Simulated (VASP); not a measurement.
Here is a VASP 6.6.1 calculation.

File INCAR:

```
  PREC = Accurate
  ENCUT = 520
  EDIFF = 1E-7
  ISMEAR = -1
  SIGMA = 0.02
  LREAL = Auto
  LASPH = True
  NELM = 150
  ALGO = Normal
  ISIF = 2
  LWAVE = False
  LCHARG = True
  ISPIN = 2
  MAGMOM = 0 0 0 0 0 0 0 0 0 0 0 0 0 0 0 0 0.09
  LORBIT = 11
  GGA = PE
  LELF = True
  LVHAR = True
  NBANDS = 52
```

File KPOINTS:

```
regular mesh
0
Gamma
  2 2 2
```

Contents of POSCAR:

```
Si16B
1.0
    0.0000000000      5.4300000000      5.4300000000
    5.4300000000      0.0000000000      5.4300000000
    5.4300000000      5.4300000000      0.0000000000
Si B
16 1
Direct
   -0.0108379374     -0.0011510129     -0.0038950276
    0.1268047882      0.1191068140      0.1242081031
    0.0042633517      0.0002302026      0.4881307551
    0.1183425414      0.1192081031      0.6358195212
   -0.0030755064      0.4909576427     -0.0000552486
    0.1345948435      0.6204511971      0.1243186004
    0.0038397790      0.5054604052      0.5029005525
    0.1276703499      0.6259023941      0.6221086556
    0.4983333333     -0.0027532228      0.0103959484
    0.6165101289      0.1298434622      0.1257918969
    0.4973664825     -0.0005156538      0.4957274401
    0.6374309392      0.1258471455      0.6157550645
    0.5118968692      0.5027624309     -0.0035174954
    0.6119613260      0.6198618785      0.1353130755
    0.5172559853      0.5045119705      0.4915101289
    0.6255893186      0.6320165746      0.6319244936
    0.7978821363      0.7728729282      0.5910865562
```

Potentials or basis: VASP PAW PBE potentials, release 64 (Si, B).

Run with:

```console
$ cat potpaw_PBE.64/Si/POTCAR potpaw_PBE.64/B/POTCAR > POTCAR
$ mpirun -np 1 vasp_std > vasp.out
```

Problem. What does it give for the net moment?

Solution. 0.54 μB per cell.

Problem. Estimate the pressure.

Solution. 3.7 GPa.

Forces in eV/Å, atoms in the order of the input:
```
Si   0.594  1.406 -0.283
Si  -0.597 -0.839  0.010
Si   0.233  0.514 -0.188
Si  -0.352 -0.693  0.453
Si   0.763  0.183  0.462
Si  -0.199 -0.644 -0.502
Si  -1.633 -0.414  0.043
Si   0.765  0.701  0.172
Si  -0.971 -0.758  0.191
Si  -0.093  0.221  0.206
Si   0.700  0.218  0.905
Si   0.385  0.273 -1.240
Si  -0.006 -0.601 -1.382
Si  -0.278  0.329  2.053
Si   0.413  0.165 -0.983
Si  -0.616 -0.361 -1.585
B    0.892  0.302  1.670
```

Caveat: the k points lie up to 0.50 Å⁻¹ apart.
